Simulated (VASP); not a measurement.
# Lu2Ge3 (P1) in VASP: single point with PBE

Aim: the single point of Lu2Ge3 with PBE.

Everything below comes from runs of VASP 6.6.1. Logs are shortened: lines on timing, memory, paths and dates and some standing lists are left out, and cuts for length are marked.

## 1. The cell of the first run

The typed cell holds 5 atoms: a = 6.849 Å, b = 4.348 Å, c = 4.348 Å, α = 59.69°, β = 90.00°, γ = 90.00°.

## 2. Single point, PBE (atoms moved at random)

INCAR

```
SYSTEM = Lu2Ge3
ALGO = Normal ; EDIFF = 1E-6
ENCUT = 520 ; GGA = PE
ISIF = 2 ; ISMEAR = -1
LASPH = .TRUE. ; LCHARG = .FALSE.
LREAL = .FALSE. ; LWAVE = .FALSE.
NBANDS = 54 ; NELM = 60
PREC = Accurate ; SIGMA = 0.05
```

KPOINTS

```
k-points
0
G
  4 7 7
  0 0 0
```

POSCAR

```
Lu2Ge3
1.0
    6.8488280000      0.0000000000      0.0000000000
    0.0000000000      2.1634980004      3.7710640006
    0.0000000000     -2.1634980004      3.7710640006
Lu Ge
2 3
Direct
    0.2685980000      0.0069350000     -0.0087480000
    0.7225710000      0.0123390000     -0.0136270000
   -0.0000860000      0.3368250000      0.3340930000
    0.5003590000      0.3395610000      0.3289670000
    0.0089740000      0.6531460000      0.6785860000
```

Potentials or basis: VASP PAW PBE potentials, release 64 (Lu, Ge_d).

Started as:

```bash
$ cat potpaw_PBE.64/Lu/POTCAR potpaw_PBE.64/Ge_d/POTCAR > POTCAR
$ mpirun -np 1 vasp_std > vasp.out
```

OUTCAR:

```text
SYSTEM = Lu2Ge3
   EDIFF = 1E-6
   ENCUT = 520
   GGA = PE
   ISIF = 2
   ISMEAR = -1
   LASPH = .TRUE.
   LREAL = .FALSE.
   NELM = 60
   PREC = Accurate

 ion  position               nearest neighbor table
   1  0.269  0.007  0.991-   4 2.95   4 2.97   4 2.98   5 3.01   3 3.08   5 3.08   2 3.11   3 3.12
                             5 3.13   3 3.13   2 3.74
   2  0.723  0.012  0.986-   4 2.90   4 2.95   4 2.95   3 3.10   5 3.10   1 3.11   3 3.17   3 3.17
                             5 3.19   5 3.26   1 3.74
   3  1.000  0.337  0.334-   5 2.46   5 2.49   5 2.57   1 3.08   2 3.10   1 3.12   1 3.13   2 3.17
                             2 3.17
   4  0.500  0.340  0.329-   2 2.90   2 2.95   2 2.95   1 2.95   1 2.97   1 2.98
   5  0.009  0.653  0.679-   3 2.46   3 2.49   3 2.57   1 3.01   1 3.08   2 3.10   1 3.13   2 3.19
                             2 3.26

  LATTYP: Found a base centered orthorhombic cell.
 ALAT       =     4.3269960008
 B/A-ratio  =     1.7430402061
 C/A-ratio  =     1.5828135729

  Lattice vectors:

 A1 = (   0.0000000000,   2.1634980004,  -3.7710640006)
 A2 = (   0.0000000000,   2.1634980004,   3.7710640006)
 A3 = (   6.8488280000,   0.0000000000,   0.0000000000)

Analysis of symmetry for initial positions (statically):
=====================================================================
 Subroutine PRICEL returns:
 Original cell was already a primitive cell.

 Routine SETGRP: Setting up the symmetry group for a
 base centered orthorhombic supercell.

 Subroutine GETGRP returns: Found  1 space group operations
 (whereof  1 operations were pure point group operations)
 out of a pool of  8 trial point group operations.

The static configuration has the point symmetry C_1 .

Analysis of symmetry for dynamics (positions and initial velocities):
=====================================================================
 Subroutine PRICEL returns:
 Original cell was already a primitive cell.

 Routine SETGRP: Setting up the symmetry group for a
 base centered orthorhombic supercell.

 Subroutine GETGRP returns: Found  1 space group operations
 (whereof  1 operations were pure point group operations)
 out of a pool of  8 trial point group operations.

The dynamic configuration has the point symmetry C_1 .

 Subroutine INISYM returns: Found  1 space group operations
 (whereof  1 operations are pure point group operations),
 and found     1 'primitive' translations
[... 100 lines left out ...]
   NELM   =     60;   NELMIN=  2; NELMDL= -5     # of ELM steps
   EDIFF  = 0.1E-05   stopping-criterion for ELM
   LREAL  =      F    real-space projection
   EDIFFG = 0.1E-04   stopping-criterion for IOM
   NSW    =      0    number of steps for IOM
   IBRION =     -1    ionic relax: 0-MD 1-quasi-New 2-CG
   NFREE  =      0    steps in history (QN), initial steepest desc. (CG)
   ISIF   =      2    stress and relaxation
   ISYM   =      2    0-nonsym 1-usesym 2-fastsym
   POTIM  = 0.5000    time-step for ionic-motion
   TEBEG  =    0.0;   TEEND  =   0.0 temperature during run
   PSTRESS=    0.0 pullay stress
   NELECT =      92.0000    total number of electrons
   NUPDOWN=      -1.0000    fix difference up-down
   EMIN   =  10.00;   EMAX   =-10.00  energy-range for DOS
   EFERMI =   0.00;   METHOD = LEGACY
   ISMEAR =    -1;   SIGMA  =   0.05  broadening in eV -4-tet -1-fermi 0-gaus
   EFERMI_NEDOS =   21; number of points for ismear=-14 and -15
   IALGO  =     38    algorithm
   IMIX   =      4    mixing-type and parameters
     AMIX     =   0.40;   BMIX     =  1.00
     AMIX_MAG =   1.60;   BMIX_MAG =  1.00
  volume/ion in A,a.u.               =      22.35       150.83
  Fermi-wavevector in a.u.,A,eV,Ry     =   1.534317  2.899440 32.029883  2.354130
  Thomas-Fermi vector in A             =   2.641262
   LORBIT       =      0    0 simple, 1 ext, 2 COOP (PROOUT), +10 PAW based schemes
   GGA     = PE    functional components
   LHFCALC =     F    Hartree Fock is set to
   AEXX    =    0.0000 exact exchange contribution
   IVDW    =     0    specifies the selected vdW correction
   LEPSILON=     F    determine dielectric tensor
   LRPA    =     F    only Hartree local field effects (RPA)
 non-spin polarized calculation
  energy-cutoff  :      520.00
  volume of cell :      111.75
 maximum number of plane-waves:      3039
 NGX is ok and might be reduce to    54
   NGX = 25   NGY = 17   NGZ = 17

 number of electron      91.9999990 magnetization

 Free energy of the ion-electron system (eV)
  ---------------------------------------------------
  ext. energy  EPLUGINS =         0.00000000
  ---------------------------------------------------
  free energy    TOTEN  =       -24.54690228 eV

  energy without entropy =      -24.53729600  energy(sigma->0) =      -24.54209914

 E-fermi :   4.3083     XC(G=0): -10.9723

 val. band max:        4.3033528284   @ k =   0.5000  -0.1429   0.4286
 cond. band min:       4.3430418020   @ k =   0.5000   0.0000   0.0000
 fundamental gap:      0.0396889736
 Fermi energy:         4.3082799483

 k-point     1 :       0.0000    0.0000    0.0000
  band No.  band energies     occupation
      1     -51.8974      2.00000
      2     -51.8700      2.00000
      3     -22.7615      2.00000
      4     -22.5877      2.00000
      5     -22.5832      2.00000
      6     -22.5391      2.00000
[... 1357 lines left out ...]
     53       8.3206      0.00000
     54       8.5635      0.00000

 [... further k-points ...]

------------------------ aborting loop because EDIFF is reached ----------------------------------------

  FORCE on cell =-STRESS in cart. coord.  units (eV):
  Direction    XX          YY          ZZ          XY          YZ          ZX
  --------------------------------------------------------------------------------------
  -------------------------------------------------------------------------------------
  Total        0.3724319      1.1924408      1.1441994     -0.0885217     -0.4631366      0.0068879
  in kB        5.3393792     17.0954585     16.4038441     -1.2690934     -6.6397703      0.0987486
  external PRESSURE =      12.9462272 kB  Pullay stress =       0.0000000 kB

 VOLUME and BASIS-vectors are now :
 -----------------------------------------------------------------------------
  energy-cutoff  :      520.00
  volume of cell :      111.75
      direct lattice vectors                 reciprocal lattice vectors
     6.848828000  0.000000000  0.000000000     0.146010383  0.000000000  0.000000000
     0.000000000  2.163498000  3.771064001     0.000000000  0.231107216  0.132588574
     0.000000000 -2.163498000  3.771064001     0.000000000 -0.231107216  0.132588574

 POSITION                                       TOTAL-FORCE (eV/Angst)
 -----------------------------------------------------------------------------------
      1.83958     -2.12957      3.76423        -0.147613     -0.151310      0.055027
      4.94876     -2.10732      3.76621         0.628514     -0.192553      0.059365
      6.84824      0.00591      2.53007        -0.147253     -0.212187     -0.089000
      3.42687      0.02292      2.52106        -0.083927      0.086179     -0.097670
      0.06146     -0.05504      5.02205        -0.249722      0.469870      0.072278
 -----------------------------------------------------------------------------------
    total drift:                               -0.000186     -0.003084     -0.001060

  FREE ENERGIE OF THE ION-ELECTRON SYSTEM (eV)
  ---------------------------------------------------
  free  energy   TOTEN  =       -24.5469022833 eV

  energy  without entropy=      -24.5372959985  energy(sigma->0) =      -24.54209914
```

OSZICAR:

```text
N       E                     dE             d eps       ncg     rms          rms(c)
DAV:   1     0.942032440008E+03    0.94203E+03   -0.36263E+04 15098   0.550E+03
DAV:   2     0.161040118587E+03   -0.78099E+03   -0.75037E+03 13124   0.113E+03
DAV:   3    -0.395879226000E+01   -0.16500E+03   -0.16183E+03 11298   0.271E+02
DAV:   4    -0.239282552910E+02   -0.19969E+02   -0.19764E+02 15128   0.908E+01
DAV:   5    -0.251267984414E+02   -0.11985E+01   -0.11925E+01 17032   0.187E+01    0.835E+00
DAV:   6    -0.246385810550E+02    0.48822E+00   -0.20128E+00 18664   0.212E+01    0.390E+00
DAV:   7    -0.245519319113E+02    0.86649E-01   -0.50885E-01 15296   0.698E+00    0.111E+00
DAV:   8    -0.245447347913E+02    0.71971E-02   -0.79100E-02 15556   0.475E+00    0.223E-01
DAV:   9    -0.245461467211E+02   -0.14119E-02   -0.15081E-02 15040   0.216E+00    0.163E-01
DAV:  10    -0.245465853296E+02   -0.43861E-03   -0.35174E-03 16124   0.140E+00    0.689E-02
DAV:  11    -0.245467654905E+02   -0.18016E-03   -0.15424E-03 13580   0.840E-01    0.269E-02
DAV:  12    -0.245468514935E+02   -0.86003E-04   -0.95946E-04 12956   0.509E-01    0.232E-02
DAV:  13    -0.245468809090E+02   -0.29416E-04   -0.35498E-04 12564   0.403E-01    0.147E-02
DAV:  14    -0.245468927727E+02   -0.11864E-04   -0.13314E-04 12218   0.210E-01    0.347E-03
DAV:  15    -0.245469023522E+02   -0.95794E-05   -0.98636E-05  9490   0.673E-02    0.644E-03
DAV:  16    -0.245469022833E+02    0.68874E-07   -0.23651E-06  9372   0.553E-02
   1 F= -.24546902E+02 E0= -.24542099E+02  d E =-.960628E-02
```

It took 5.3 min on 1 thread of Intel Xeon 6975P-C (Granite Rapids), shared host; peak memory 0.58 GiB.

Results:

```
Free energy            : -24.5469 eV
Pressure               : 1.3 GPa
Largest force          : 0.660 eV/Å
Band gap on the k mesh : zero (bands 46 and 47 overlap by 1.39 eV)
```

Forces in eV/Å, atoms in the order of the input:
```
Lu  -0.148 -0.151  0.055
Lu   0.629 -0.193  0.059
Ge  -0.147 -0.212 -0.089
Ge  -0.084  0.086 -0.098
Ge  -0.250  0.470  0.072
```

Levels at points of the mesh, in eV from the Fermi level:
```tsv
k point	band 43	band 44	band 45	band 46	band 47	band 48	band 49	band 50
(0.00, 0.00, 0.00)	-2.56	-0.55	-0.47	-0.04	0.66	0.91	1.35	1.81
(0.50, 0.00, 0.00)	-2.38	-1.88	-0.56	-0.54	0.03	0.37	1.62	1.89
```

Caveat: the cell differs from its parent crystal (atoms moved at random); spin-orbit coupling is left out, which moves the levels of the heavy elements.

The gap in the log of VASP goes by the Fermi energy; the results here count the filled bands.